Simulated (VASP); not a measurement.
# CoPtO2 (R-3m) in VASP: single point with PBE

Aim: the single point of CoPtO2 with PBE.

All numbers are computed with VASP 6.6.1; they aren't measurements. Logs are shortened: lines on timing, memory, paths and dates and some standing lists are left out, and cuts for length are marked.

### Step 1. The cell of the first run

The structure is trigonal, space group R-3m (No. 166). Conventional cell: a = 2.850 Å, b = 2.850 Å, c = 17.908 Å, α = 90.00°, β = 90.00°, γ = 120.00°. Within 2.5 Å of Co (site symmetry -3m) lie 6 O at 1.91 Å. Within 2.7 Å of Pt (site symmetry -3m) lie 2 O at 2.01 Å. Within 2.6 Å of O (site symmetry 3m) lie 3 Co at 1.91 Å and 1 Pt at 2.01 Å and 3 O at 2.55 Å.

### Step 2. Single point, PBE, collinear spin, ferromagnetic start

File INCAR:

```
ALGO = Normal
EDIFF = 1E-6
ENCUT = 600
GGA = PE
GGA_COMPAT = F
ISIF = 2
ISMEAR = 0
ISPIN = 2
LASPH = T
LCHARG = F
LMAXMIX = 4
LORBIT = 11
LREAL = F
LWAVE = F
MAGMOM = 3 2 0 0
NBANDS = 36
NELM = 200
PREC = Accurate
SIGMA = 0.05
```

File KPOINTS:

```
k-points
0
Gamma
  8 8 8
```

File POSCAR:

```
CoPtO2
1.0
    1.4250691275      0.8227640444      5.9693230254
   -1.4250691275      0.8227640444      5.9693230254
    0.0000000000     -1.6455280888      5.9693230254
Co Pt O
1 1 2
Direct
    0.5000000000      0.5000000000      0.5000000000
    0.0000000000      0.0000000000      0.0000000000
    0.8876644508      0.8876644508      0.8876644508
    0.1123355492      0.1123355492      0.1123355492
```

Potentials or basis: VASP PAW PBE potentials, release 64 (Co_sv, Pt_sv_GW, O).

The run is started by

```sh
$ cat potpaw_PBE.64/Co_sv/POTCAR potpaw_PBE.64/Pt_sv_GW/POTCAR potpaw_PBE.64/O/POTCAR > POTCAR
$ mpirun -np 1 vasp_std > vasp.out
```

OUTCAR:

```text
EDIFF = 1E-6
   ENCUT = 600
   GGA = PE
   ISIF = 2
   ISMEAR = 0
   ISPIN = 2
   LASPH = T
   LORBIT = 11
   LREAL = F
   NELM = 200
   PREC = Accurate

 ion  position               nearest neighbor table
   1  0.500  0.500  0.500-   4 1.91   4 1.91   3 1.91   3 1.91   4 1.91   3 1.91
   2  0.000  0.000  0.000-   3 2.01   4 2.01
   3  0.888  0.888  0.888-   1 1.91   1 1.91   1 1.91   2 2.01
   4  0.112  0.112  0.112-   1 1.91   1 1.91   1 1.91   2 2.01

  LATTYP: Found a trigonal (rhomboedric) cell.
 ALAT       =     6.1919770730
 COS(alpha) =     0.8940640953

  Lattice vectors:

 A1 = (   1.4250691275,   0.8227640444,   5.9693230254)
 A2 = (  -1.4250691275,   0.8227640444,   5.9693230254)
 A3 = (   0.0000000000,  -1.6455280888,   5.9693230254)

Analysis of symmetry for initial positions (statically):
=====================================================================
 Subroutine PRICEL returns:
 Original cell was already a primitive cell.

 Routine SETGRP: Setting up the symmetry group for a
 trigonal (rhombohedral) supercell.

 Subroutine GETGRP returns: Found 12 space group operations
 (whereof 12 operations were pure point group operations)
 out of a pool of 12 trial point group operations.

The static configuration has the point symmetry D_3d.

Analysis of symmetry for dynamics (positions and initial velocities):
=====================================================================
 Subroutine PRICEL returns:
 Original cell was already a primitive cell.

 Routine SETGRP: Setting up the symmetry group for a
 trigonal (rhombohedral) supercell.

 Subroutine GETGRP returns: Found 12 space group operations
 (whereof 12 operations were pure point group operations)
 out of a pool of 12 trial point group operations.

The dynamic configuration has the point symmetry D_3d.

Analysis of structural, dynamic, and magnetic symmetry:
=====================================================================
 Subroutine PRICEL returns:
 Original cell was already a primitive cell.

 Routine SETGRP: Setting up the symmetry group for a
 trigonal (rhombohedral) supercell.

 Subroutine GETGRP returns: Found 12 space group operations
 (whereof 12 operations were pure point group operations)
 out of a pool of 12 trial point group operations.

The overall configuration has the point symmetry D_3d.

 Subroutine INISYM returns: Found 12 space group operations
 (whereof 12 operations are pure point group operations),
[... 131 lines left out ...]
 spin polarized calculation
 Gauss-broadening in eV      SIGMA  =   0.05
  energy-cutoff  :      600.00
  volume of cell :       41.99
 maximum number of plane-waves:      1413
 NGX is ok and might be reduce to    50
   NGX = 25   NGY = 25   NGZ = 25

 number of electron      46.9999993 magnetization       0.0268073

 number of electron      46.9999993 magnetization      -0.0375989

 Free energy of the ion-electron system (eV)
  ---------------------------------------------------
  ext. energy  EPLUGINS =         0.00000000
  ---------------------------------------------------
  free energy    TOTEN  =       -26.54460892 eV

  energy without entropy =      -26.54156710  energy(sigma->0) =      -26.54308801

 E-fermi :   8.3487     XC(G=0): -12.8901

 val. band max:        8.3295381882   @ k =   0.3750   0.2500  -0.0000
 cond. band min:       8.6028427688   @ k =  -0.2500   0.2500   0.2500
 fundamental gap:      0.2733045806
 Fermi energy:         8.3487001882

 spin component 1

 k-point     1 :       0.0000    0.0000    0.0000
  band No.  band energies     occupation
      1     -90.1459      1.00000
      2     -87.0489      1.00000
      3     -50.3265      1.00000
      4     -50.3265      1.00000
      5     -50.2899      1.00000
      6     -44.6451      1.00000
[... 901 lines left out ...]
     34      26.3607      0.00000
     35      27.2724      0.00000

 [... further k-points ...]

 spin component 2

 k-point     1 :       0.0000    0.0000    0.0000
  band No.  band energies     occupation
      1     -90.1643      1.00000
      2     -87.0482      1.00000
      3     -50.3256      1.00000
      4     -50.3256      1.00000
      5     -50.2896      1.00000
      6     -44.6578      1.00000
[... 901 lines left out ...]
     34      26.3505      0.00000
     35      27.2673      0.00000

 [... further k-points ...]

 [bands above 35 left out]

------------------------ aborting loop because EDIFF is reached ----------------------------------------

  FORCE on cell =-STRESS in cart. coord.  units (eV):
  Direction    XX          YY          ZZ          XY          YZ          ZX
  --------------------------------------------------------------------------------------
  -------------------------------------------------------------------------------------
  Total       -0.3684772     -0.3684772     -0.3138334      0.0000000      0.0000000      0.0000000
  in kB      -14.0583272    -14.0583272    -11.9735285      0.0000000      0.0000000      0.0000000
  external PRESSURE =     -13.3633943 kB  Pullay stress =       0.0000000 kB

 VOLUME and BASIS-vectors are now :
 -----------------------------------------------------------------------------
  energy-cutoff  :      600.00
  volume of cell :       41.99
      direct lattice vectors                 reciprocal lattice vectors
     1.425069128  0.822764044  5.969323025     0.350860173  0.202569215  0.055841061
    -1.425069128  0.822764044  5.969323025    -0.350860173  0.202569215  0.055841061
     0.000000000 -1.645528089  5.969323025     0.000000000 -0.405138430  0.055841061

 POSITION                                       TOTAL-FORCE (eV/Angst)
 -----------------------------------------------------------------------------------
      0.00000      0.00000      8.95398         0.000000     -0.000000      0.000000
      0.00000      0.00000      0.00000        -0.000000      0.000000      0.000000
      0.00000      0.00000     15.89627         0.000000     -0.000000     -0.018537
      0.00000      0.00000      2.01170         0.000000      0.000000      0.018537
 -----------------------------------------------------------------------------------
    total drift:                               -0.000000     -0.000000     -0.000000

  FREE ENERGIE OF THE ION-ELECTRON SYSTEM (eV)
  ---------------------------------------------------
  free  energy   TOTEN  =       -26.5446089193 eV

  energy  without entropy=      -26.5415671032  energy(sigma->0) =      -26.54308801

 total charge

# of ion       s       p       d       f       tot
--------------------------------------------------
    1        2.200   6.132   6.690   0.000  15.021
    2        4.215   6.078   7.412   0.030  17.735
    3        1.552   3.451   0.000   0.000   5.004
    4        1.552   3.451   0.000   0.000   5.004
--------------------------------------------------
tot          9.520  19.112  14.102   0.030  42.763

 magnetization (x)

# of ion       s       p       d       f       tot
--------------------------------------------------
    1       -0.000   0.000   0.000   0.000   0.000
    2       -0.008  -0.000  -0.032  -0.000  -0.040
    3       -0.000  -0.000   0.000   0.000  -0.000
    4       -0.000  -0.000   0.000   0.000  -0.000
--------------------------------------------------
tot         -0.008  -0.001  -0.032  -0.000  -0.041
```

It took 18 min on 1 thread of Intel Xeon Platinum 8259CL at 2.50GHz (Skylake/Cascade Lake), shared host; peak memory 0.58 GiB.

Results:

```
Free energy                                           : -26.5446 eV
Pressure                                              : -1.3 GPa
Largest force                                         : 0.019 eV/Å
Net moment                                            : -0.04 μB per cell
Site moments                                          : Co +0.00; Pt -0.04; O -0.00 μB
Valence electrons inside the program's atomic spheres : Co 15.02; Pt 17.73; O 5.00
```

Forces in eV/Å, atoms in the order of the input:
```
Co   0.000  0.000  0.000
Pt   0.000  0.000  0.000
O    0.000  0.000 -0.019
O    0.000  0.000  0.019
```

Stress tensor (GPa, compression positive):
```
-1.41  0.00  0.00
 0.00 -1.41  0.00
 0.00  0.00 -1.20
```

Levels at points of the mesh, in eV from the Fermi level:
Spin up:
```tsv
k point	band 20	band 21	band 22	band 23	band 24	band 25	band 26	band 27	band 28	band 29
(0.00, 0.00, 0.00)	-1.59	-1.59	-1.27	-1.27	-1.18	2.12	2.12	2.98	5.82	9.11
(0.50, 0.00, 0.00)	-1.11	-0.93	-0.70	0.29	1.29	1.57	1.59	2.83	7.22	10.21
(0.50, 0.50, 0.00)	-1.50	-0.93	-0.73	0.29	0.44	2.00	2.45	2.83	7.87	9.29
(0.50, 0.50, 0.50)	-1.52	-1.52	-0.56	-0.44	-0.44	1.70	1.70	4.21	4.77	8.94
```
Spin down:
```tsv
k point	band 21	band 22	band 23	band 24	band 25	band 26	band 27	band 28
(0.00, 0.00, 0.00)	-1.60	-1.28	-1.28	-1.18	2.12	2.12	2.97	5.82
(0.50, 0.00, 0.00)	-0.93	-0.70	0.25	1.29	1.55	1.59	2.82	7.21
(0.50, 0.50, 0.00)	-0.92	-0.73	0.25	0.43	2.00	2.43	2.82	7.86
(0.50, 0.50, 0.50)	-1.52	-0.56	-0.45	-0.45	1.70	1.70	4.20	4.77
```

Caveat: spin-orbit coupling is left out, which moves the levels of the heavy elements; semilocal functionals often make such compounds metallic where correlation or magnetic order opens a gap, which also shifts bond lengths. With open d or f shells a metallic result of PBE can be an artefact of self-interaction; +U or a hybrid may open a gap.
